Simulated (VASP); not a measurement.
Set up this calculation in VASP 6.6.1, as the native input.

| Property | Result |
| --- | --- |
| Task | single point |
| Functional | LDA |
| Potentials or basis | VASP PAW LDA potentials, release 64 (Ti_sv) |
| Cutoff | 500 eV |
| k mesh | 9 × 9 × 9 |
| Occupations | methfessel-paxton, width 0.1 eV |
| Spin | no spin polarisation |
| Dipole correction | no |
| Further INCAR settings | ALGO = Normal; EDIFF = 1e-06; NBANDS = 12 |

The structure of Ti lies in POSCAR:

```
Ti
1.0
    2.6629967293      0.0000000000      0.0000000000
    1.3314983646      2.3062228177      0.0000000000
    1.3314983646      0.7687409392      2.1743277245
Ti
1
Direct
    0.0000000000      0.0000000000      0.0000000000
```

These files were run (other wordings do the same):

INCAR

```
SYSTEM = Ti
PREC = Accurate
ENCUT = 500
EDIFF = 1E-6
ISMEAR = 1
SIGMA = 0.1
LREAL = .False.
LASPH = .True.
NELM = 120
ALGO = Normal
ISIF = 2
LWAVE = .False.
LCHARG = .False.
GGA = CA
NBANDS = 12
GGA_COMPAT = .False.
```

KPOINTS

```
regular mesh
0
Gamma
  9 9 9
  0 0 0
```

Potentials or basis: VASP PAW LDA potentials, release 64 (Ti_sv).

The run is started by

```sh
$ cat potpaw_LDA.64/Ti_sv/POTCAR > POTCAR
$ mpirun -np 1 vasp_std > vasp.out
```

It gave:

The pressure is 29.6 GPa and the band gap on the k mesh is zero (band 6 reaches 12.04 eV, above the bottom of band 7 at 10.41 eV).

It took 12 s on 1 thread of AMD EPYC 7R13 (shared host), peak memory 0.09 GiB.
